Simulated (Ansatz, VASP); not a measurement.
One calculation of Ti, two programs

File POSCAR:

```
Ti
1.0
   -1.6410000000      1.6410000000      1.6410000000
    1.6410000000     -1.6410000000      1.6410000000
    1.6410000000      1.6410000000     -1.6410000000
Ti
1
Direct
    0.0000000000      0.0000000000      0.0000000000
```

File INCAR.step1:

```
PREC = Accurate
ENCUT = 520
EDIFF = 1E-5
ISMEAR = -1
SIGMA = 0.05
LREAL = F
LASPH = T
NELM = 60
ALGO = Normal
ISIF = 2
LWAVE = T
NBANDS = 12
GGA = PE
```

The input INCAR.step2:

```
PREC = Accurate
ENCUT = 520
EDIFF = 1E-6
ISMEAR = -1
SIGMA = 0.05
LREAL = F
LASPH = T
NELM = 60
ALGO = Normal
ISIF = 2
LWAVE = F
LCHARG = T
GGA = PE
LHFCALC = T
AEXX = 1.0
ALDAC = 0.0
AGGAC = 0.0
PRECFOCK = Normal
LELF = T
LVHAR = T
NBANDS = 12
ISTART = 1
```

KPOINTS

```
Automatic mesh
0
Gamma
  6 6 6
```

File input.yaml:

```yaml
crystal:
  lattice:
    - [-1.641, 1.641, 1.641]
    - [1.641, -1.641, 1.641]
    - [1.641, 1.641, -1.641]
  atoms:
    - { symbol: Ti, position: [0.0, 0.0, 0.0] }
hamiltonian:
  xc: hf
  pseudopotentials: { kind: paw }
kpoints:
  mp_grid: { grid: [6, 6, 6] }
scf:
  occupations: { method: fermi_dirac, width: 0.05 }
output:
  forces: true
  stress: true
  eigenvalues: true
```

Alike in both runs: task single point; functional HF; k mesh 6 × 6 × 6; occupations fermi-dirac, width 0.05 eV; no spin polarisation.

|  | VASP | Ansatz |
| --- | --- | --- |
| version | VASP 6.6.1 | Ansatz 0.2.0 |
| potentials or method | VASP PAW PBE potentials, release 64 (Ti_sv) | Ansatz PAW |
| plane-wave cutoff (eV) | 520 | 420 |
| valence electrons in the cell | 12 | 12 |

|  | VASP | Ansatz | Ansatz less VASP |
| --- | --- | --- | --- |
| gap on the k mesh at the Fermi level (eV) | none | none | - |
| pressure (GPa) | 4.9 | 6.7 | +1.78 |

VASP's potentials were made for PBE, not for HF. A gap of «none» marks a metal or a gap that the smearing closes.

The k mesh is coarse, so the values compare programs but aren't converged.
